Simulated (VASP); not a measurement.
# Be9Sb2Te3 (P1) in VASP: single point with r2SCAN

Aim: the single point of Be9Sb2Te3 with r2SCAN.

All numbers are computed with VASP 6.6.1; they aren't measurements. Logs are shortened: lines on timing, memory, paths and dates and some standing lists are left out, and cuts for length are marked.

## Step 1: The cell of the first run

The typed cell holds 14 atoms: a = 6.107 Å, b = 6.229 Å, c = 7.618 Å, α = 89.19°, β = 91.94°, γ = 58.19°.

## Step 2: Single point, r2SCAN

Contents of POSCAR:

```
Be9Sb2Te3
1.0
    2.9365000100      5.3539190500     -0.1055378700
   -3.0604452800      5.4254790400      0.0445502600
   -0.1837522400     -0.0431091700      7.6159763300
Te Be Sb
3 9 2
Direct
    0.3271050000      0.3429120000      0.3183050000
    0.6846530000      0.6646680000      0.6788590000
    0.0117240000      0.9868240000      0.0113560000
    0.3693780000      0.8441160000      0.3215370000
    0.8093320000      0.3475180000      0.3312620000
    0.8492380000      0.7851640000      0.3363980000
    0.2011460000      0.1355270000      0.6703320000
    0.1497890000      0.6454320000      0.6692900000
    0.6416900000      0.1937080000      0.6839150000
    0.4791730000      0.5300170000      0.9911470000
    0.0039420000      0.4675140000      0.0146280000
    0.5165560000      0.9976430000      0.0060170000
    0.3393540000      0.3278080000      0.8152050000
    0.6573440000      0.6557480000      0.1768990000
```

Contents of INCAR.step1:

```
SYSTEM = Be9Sb2Te3
PREC     = Accurate       ! precision mode
ENCUT    = 520            ! plane-wave cutoff, eV
ISMEAR   = -1             ! smearing method
SIGMA    = 0.1            ! smearing width, eV
LREAL    = .FALSE.        ! projectors in reciprocal space
LASPH    = .TRUE.         ! aspherical terms in the spheres
NELM     = 100            ! most SCF steps
NBANDS   = 36             ! bands
GGA      = PE             ! functional
ALGO     = Normal         ! electronic algorithm
EDIFF    = 1E-4           ! SCF threshold, eV
LWAVE    = .TRUE.         ! write WAVECAR
LCHARG   = .FALSE.        ! write CHGCAR
```

Contents of INCAR.step2:

```
SYSTEM = Be9Sb2Te3
PREC     = Accurate       ! precision mode
ENCUT    = 520            ! plane-wave cutoff, eV
EDIFF    = 1E-7           ! SCF threshold, eV
ISMEAR   = -1             ! smearing method
SIGMA    = 0.1            ! smearing width, eV
LREAL    = .FALSE.        ! projectors in reciprocal space
LASPH    = .TRUE.         ! aspherical terms in the spheres
NELM     = 100            ! most SCF steps
ALGO     = Normal         ! electronic algorithm
ISIF     = 2              ! what is computed and relaxed
LWAVE    = .FALSE.        ! write WAVECAR
LCHARG   = .FALSE.        ! write CHGCAR
METAGGA  = R2SCAN         ! meta-GGA
LMIXTAU  = .TRUE.       
NBANDS   = 36             ! bands
ISTART   = 1
```

Contents of KPOINTS:

```
Automatic mesh
0
Gamma
  4 4 3
  0 0.5 0.5
```

Potentials or basis: VASP PAW PBE potentials, release 64 (Te, Be, Sb).

On the command line:

```bash
$ cat potpaw_PBE.64/Te/POTCAR potpaw_PBE.64/Be/POTCAR potpaw_PBE.64/Sb/POTCAR > POTCAR
$ cp INCAR.step1 INCAR
$ mpirun -np 1 vasp_std > vasp.out
$ cp INCAR.step2 INCAR
$ mpirun -np 1 vasp_std > vasp.out
```

OUTCAR:

```text
SYSTEM = Be9Sb2Te3
   PREC = Accurate
   ENCUT = 520
   EDIFF = 1E-7
   ISMEAR = -1
   LREAL = .FALSE.
   LASPH = .TRUE.
   NELM = 100
   ISIF = 2
   METAGGA = R2SCAN
   ISTART = 1

 ion  position               nearest neighbor table
   1  0.327  0.343  0.318-   6 2.77  11 2.81   5 2.96   4 2.98  14 3.60  14 3.64
   2  0.685  0.665  0.679-   8 2.78   7 2.86  11 2.98  10 3.03  13 3.50  13 3.70
   3  0.012  0.987  0.011-  10 2.78   4 2.95  11 2.97  12 2.99  14 3.52  13 3.73
   4  0.369  0.844  0.322-  14 1.92   3 2.95   1 2.98
   5  0.809  0.348  0.331-  14 1.98   1 2.96
   6  0.849  0.785  0.336-  14 2.10   1 2.77
   7  0.201  0.136  0.670-  13 2.10   2 2.86
   8  0.150  0.645  0.669-  13 1.98   2 2.78
   9  0.642  0.194  0.684-  13 1.91
  10  0.479  0.530  0.991-  14 2.15  13 2.28   3 2.78   2 3.03
  11  0.004  0.468  0.015-  14 2.23  13 2.37   1 2.81   3 2.97   2 2.98
  12  0.517  0.998  0.006-  14 2.21  13 2.23   3 2.99
  13  0.339  0.328  0.815-   9 1.91   8 1.98   7 2.10  12 2.23  10 2.28  11 2.37   2 3.50   2 3.70
                             3 3.73
  14  0.657  0.656  0.177-   4 1.92   5 1.98   6 2.10  10 2.15  12 2.21  11 2.23   3 3.52   1 3.60
                             1 3.64

  LATTYP: Found a triclinic cell.
 ALAT       =     6.1072595937
 B/A-ratio  =     2.1726580934
 C/A-ratio  =     0.9823145502
 COS(alpha) =     0.0092510685
 COS(beta)  =     0.4706120356
 COS(gamma) =     0.7271808398

  Lattice vectors:

 A1 = (  -2.9365000100,  -5.3539190500,   0.1055378700)
 A2 = (  -0.0598069700, -10.8225072600,   7.6769639400)
 A3 = (  -5.9969452900,   0.0715599900,   0.1500881300)

Analysis of symmetry for initial positions (statically):
=====================================================================
 Subroutine PRICEL returns:
 Original cell was already a primitive cell.

 Routine SETGRP: Setting up the symmetry group for a
 triclinic supercell.

 Subroutine GETGRP returns: Found  1 space group operations
 (whereof  1 operations were pure point group operations)
 out of a pool of  2 trial point group operations.

The static configuration has the point symmetry C_1 .

Analysis of symmetry for dynamics (positions and initial velocities):
=====================================================================
 Subroutine PRICEL returns:
 Original cell was already a primitive cell.

 Routine SETGRP: Setting up the symmetry group for a
 triclinic supercell.

 Subroutine GETGRP returns: Found  1 space group operations
 (whereof  1 operations were pure point group operations)
 out of a pool of  2 trial point group operations.

The dynamic configuration has the point symmetry C_1 .

 Subroutine INISYM returns: Found  1 space group operations
 (whereof  1 operations are pure point group operations),
 and found     1 'primitive' translations

----------------------------------------------------------------------------------------

                                     Primitive cell

  volume of cell :     245.9704

  direct lattice vectors                    reciprocal lattice vectors
     2.936500010  5.353919050 -0.105537870     0.167996781  0.094727210  0.004589483
    -3.060445280  5.425479040  0.044550260    -0.165754766  0.090843935 -0.003484990
    -0.183752240 -0.043109170  7.615976330     0.003297600  0.000781277  0.131386913

  length of vectors
     6.107259594  6.229296337  7.618314692     0.192917667  0.189048693  0.131430611

  position of ions in fractional coordinates (direct lattice)
     0.327105000  0.342912000  0.318305000
     0.684653000  0.664668000  0.678859000
     0.011724000  0.986824000  0.011356000
     0.369378000  0.844116000  0.321537000
     0.809332000  0.347518000  0.331262000
     0.849238000  0.785164000  0.336398000
     0.201146000  0.135527000  0.670332000
     0.149789000  0.645432000  0.669290000
     0.641690000  0.193708000  0.683915000
     0.479173000  0.530017000  0.991147000
     0.003942000  0.467514000  0.014628000
     0.516556000  0.997643000  0.006017000
     0.339354000  0.327808000  0.815205000
     0.657344000  0.655748000  0.176899000

  ion indices of the primitive-cell ions
   primitive index   ion index
                 1           1
                 2           2
                 3           3
                 4           4
                 5           5
                 6           6
                 7           7
                 8           8
                 9           9
                10          10
                11          11
                12          12
                13          13
                14          14

----------------------------------------------------------------------------------------

 KPOINTS: Automatic mesh

Automatic generation of k-mesh.
 Grid dimensions read from file:
 generate k-points for:    4    4    3

 Generating k-lattice:

  Cartesian coordinates                     Fractional coordinates (reciprocal lattice)
     0.041999195  0.023681803  0.001147371     0.250000000  0.000000000  0.000000000
    -0.041438692  0.022710984 -0.000871248    -0.000000000  0.250000000 -0.000000000
     0.001099200  0.000260426  0.043795638    -0.000000000  0.000000000  0.333333333

  Length of vectors
     0.048229417  0.047262173  0.043810204

  Shift w.r.t. Gamma in fractional coordinates (k-lattice)
     0.000000000  0.500000000  0.500000000

 Subroutine IBZKPT returns following result:
 ===========================================

 Found     24 irreducible k-points:

 Following reciprocal coordinates:
            Coordinates               Weight
 -0.000000  0.125000  0.166667      2.000000
  0.250000  0.125000  0.166667      2.000000
  0.500000  0.125000  0.166667      2.000000
 -0.250000  0.125000  0.166667      2.000000
 -0.000000  0.375000  0.166667      2.000000
  0.250000  0.375000  0.166667      2.000000
[... 16 lines left out ...]
  0.500000  0.375000  0.500000      2.000000
 -0.250000  0.375000  0.500000      2.000000
   k-points           NKPTS =     24   k-points in BZ     NKDIM =     24   number of bands    NBANDS=     36
   number of dos      NEDOS =    301   number of ions     NIONS =     14
   total plane-waves  NPLWV = 138240
   dimension x,y,z NGX =    48 NGY =   48 NGZ =   60
   dimension x,y,z NGXF=    96 NGYF=   96 NGZF=  120
   ions per type =               3   9   2
   NGX,Y,Z   is equivalent  to a cutoff of  13.07, 12.81, 13.09 a.u.
   NGXF,Y,Z  is equivalent  to a cutoff of  26.13, 25.62, 26.19 a.u.
 SYSTEM =  Be9Sb2Te3
   PREC   = accura    normal or accurate (medium, high low for compatibility)
   ISTART =      1    job   : 0-new  1-cont  2-samecut
   ICHARG =      0    charge: 1-file 2-atom 10-const
   ISPIN  =      1    spin polarized calculation?
   LNONCOLLINEAR =      F non collinear calculations
   LSORBIT =      F    spin-orbit coupling
   LASPH  =      T    aspherical Exc in radial PAW
   ENCUT  =  520.0 eV  38.22 Ry    6.18 a.u.  11.36 11.58 14.17*2*pi/ulx,y,z
   NELM   =    100;   NELMIN=  2; NELMDL=  0     # of ELM steps
   EDIFF  = 0.1E-06   stopping-criterion for ELM
   LREAL  =      F    real-space projection
   EDIFFG = 0.1E-05   stopping-criterion for IOM
   NSW    =      0    number of steps for IOM
   IBRION =     -1    ionic relax: 0-MD 1-quasi-New 2-CG
   NFREE  =      0    steps in history (QN), initial steepest desc. (CG)
   ISIF   =      2    stress and relaxation
   ISYM   =      2    0-nonsym 1-usesym 2-fastsym
   POTIM  = 0.5000    time-step for ionic-motion
   TEBEG  =    0.0;   TEEND  =   0.0 temperature during run
   PSTRESS=    0.0 pullay stress
   NELECT =      46.0000    total number of electrons
   NUPDOWN=      -1.0000    fix difference up-down
   EMIN   =  10.00;   EMAX   =-10.00  energy-range for DOS
   EFERMI =   0.00;   METHOD = LEGACY
   ISMEAR =    -1;   SIGMA  =   0.10  broadening in eV -4-tet -1-fermi 0-gaus
   EFERMI_NEDOS =   21; number of points for ismear=-14 and -15
   IALGO  =     38    algorithm
   IMIX   =      4    mixing-type and parameters
     AMIX     =   0.40;   BMIX     =  1.00
     AMIX_MAG =   1.60;   BMIX_MAG =  1.00
  volume/ion in A,a.u.               =      17.57       118.56
  Fermi-wavevector in a.u.,A,eV,Ry     =   0.936195  1.769153 11.924986  0.876462
  Thomas-Fermi vector in A             =   2.063180
   LORBIT       =      0    0 simple, 1 ext, 2 COOP (PROOUT), +10 PAW based schemes
   METAGGA = R2SCAN    functional components
   LHFCALC =     F    Hartree Fock is set to
   AEXX    =    0.0000 exact exchange contribution
   IVDW    =     0    specifies the selected vdW correction
   LEPSILON=     F    determine dielectric tensor
   LRPA    =     F    only Hartree local field effects (RPA)
 non-spin polarized calculation
  energy-cutoff  :      520.00
  volume of cell :      245.97
 maximum number of plane-waves:      6649
 NGX is ok and might be reduce to    48
   NGX = 23   NGY = 23   NGZ = 29

 number of electron      46.0000000 magnetization

 Free energy of the ion-electron system (eV)
  ---------------------------------------------------
  ext. energy  EPLUGINS =         0.00000000
  ---------------------------------------------------
  free energy    TOTEN  =      -144.69303657 eV

  energy without entropy =     -144.48597998  energy(sigma->0) =     -144.58950828

 E-fermi :   7.1143     XC(G=0): -10.1621

 val. band max:        7.0784328843   @ k =  -0.2500  -0.1250   0.1667
 cond. band min:       7.1240572993   @ k =  -0.2500   0.1250   0.5000
 fundamental gap:      0.0456244150
 Fermi energy:         7.1142881161

 k-point     1 :      -0.0000    0.1250    0.1667
  band No.  band energies     occupation
      1      -7.5116      2.00000
      2      -6.5000      2.00000
      3      -5.1829      2.00000
      4      -4.9525      2.00000
      5      -4.4284      2.00000
      6      -0.6971      2.00000
[... 27 lines left out ...]
     34      10.5730      0.00000
     35      10.6619      0.00000

 k-point     2 :       0.2500    0.1250    0.1667
  band No.  band energies     occupation
      1      -7.3771      2.00000
      2      -6.4928      2.00000
      3      -5.2642      2.00000
      4      -4.9868      2.00000
      5      -4.6873      2.00000
      6      -0.8574      2.00000
[... 27 lines left out ...]
     34       9.9248      0.00000
     35      10.3625      0.00000
[... 796 lines left out ...]
     34      10.0805      0.00000
     35      10.2664      0.00000

 k-point    24 :      -0.2500    0.3750    0.5000
  band No.  band energies     occupation
      1      -6.7191      2.00000
      2      -6.4024      2.00000
      3      -5.6255      2.00000
      4      -5.5266      2.00000
      5      -5.3369      2.00000
      6      -0.6976      2.00000
[... 27 lines left out ...]
     34       9.5373      0.00000
     35       9.8644      0.00000
 [bands above 35 left out]

------------------------ aborting loop because EDIFF is reached ----------------------------------------

  FORCE on cell =-STRESS in cart. coord.  units (eV):
  Direction    XX          YY          ZZ          XY          YZ          ZX
  --------------------------------------------------------------------------------------
  -------------------------------------------------------------------------------------
  Total       32.1753186     26.2446651     22.6264939      0.1439947     -4.1497424     -2.8144231
  in kB      209.5803390    170.9498473    147.3821694      0.9379379    -27.0301729    -18.3323050
  external PRESSURE =     175.9707852 kB  Pullay stress =       0.0000000 kB

 VOLUME and BASIS-vectors are now :
 -----------------------------------------------------------------------------
  energy-cutoff  :      520.00
  volume of cell :      245.97
      direct lattice vectors                 reciprocal lattice vectors
     2.936500010  5.353919050 -0.105537870     0.167996781  0.094727210  0.004589483
    -3.060445280  5.425479040  0.044550260    -0.165754766  0.090843935 -0.003484990
    -0.183752240 -0.043109170  7.615976330     0.003297600  0.000781277  0.131386913

 POSITION                                       TOTAL-FORCE (eV/Angst)
 -----------------------------------------------------------------------------------
     -0.14741      3.59803      2.40496         0.648927      0.064261     -0.036930
     -0.14844      7.24245      5.12753        -0.698163     -0.397396     -0.215999
     -2.98778      5.41627      0.12921        -0.172452     -0.074665     -0.009781
     -1.55778      6.54349      2.44744        -6.999390     -2.004394      5.124859
      1.25217      6.20427      2.45295         4.913885     -3.378197      4.192943
      0.02902      8.79214      2.50735         0.755248      3.840339      2.722640
      0.05272      1.78332      5.09004         0.853359     -4.264222     -2.568026
     -1.65844      4.27488      5.11024        -5.784040      2.197554     -3.854209
      1.16582      4.45703      5.14959         6.592829      4.691926     -4.857965
     -0.39712      5.39832      7.52159        -0.913585     -0.928760     -1.148955
     -1.42191      2.55696      0.13182         1.249166      0.146380     -0.332519
     -1.53747      8.17803      0.03575        -0.082570      0.616053      0.121589
     -0.15652      3.56025      6.18737        -2.038919     -2.804245      6.916180
     -0.10910      7.06949      1.30710         1.675708      2.295365     -6.053826
 -----------------------------------------------------------------------------------
    total drift:                                0.000086      0.000166     -0.000003

  FREE ENERGIE OF THE ION-ELECTRON SYSTEM (eV)
  ---------------------------------------------------
  free  energy   TOTEN  =      -144.6930365736 eV

  energy  without entropy=     -144.4859799774  energy(sigma->0) =     -144.58950828
```

Wall time 6.8 min (1 thread of Intel Xeon 6975P-C (Granite Rapids), shared host); peak memory 0.5 GiB.

What came out:

```
Free energy            : -144.6930 eV
Pressure               : 17.6 GPa
Largest force          : 9.438 eV/Å
Band gap on the k mesh : zero (bands 23 and 24 overlap by 0.43 eV)
```

Forces in eV/Å, atoms in the order of the input:
```
Te   0.649  0.064 -0.037
Te  -0.698 -0.397 -0.216
Te  -0.172 -0.075 -0.010
Be  -6.999 -2.004  5.125
Be   4.914 -3.378  4.193
Be   0.755  3.840  2.723
Be   0.853 -4.264 -2.568
Be  -5.784  2.198 -3.854
Be   6.593  4.692 -4.858
Be  -0.914 -0.929 -1.149
Be   1.249  0.146 -0.333
Be  -0.083  0.616  0.122
Sb  -2.039 -2.804  6.916
Sb   1.676  2.295 -6.054
```

Levels at points of the mesh, in eV from the Fermi level:
| k point | band 21 | band 22 | band 23 | band 24 | band 25 | band 26 |
| --- | --- | --- | --- | --- | --- | --- |
| (0.00, 0.12, 0.17) | -1.68 | -0.78 | -0.67 | -0.19 | 0.31 | 0.67 |

Caveat: the cell stands under pressure; the PAW data sets were made with another functional, which shifts forces and pressure a little; spin-orbit coupling is left out, which moves the levels of the heavy elements.
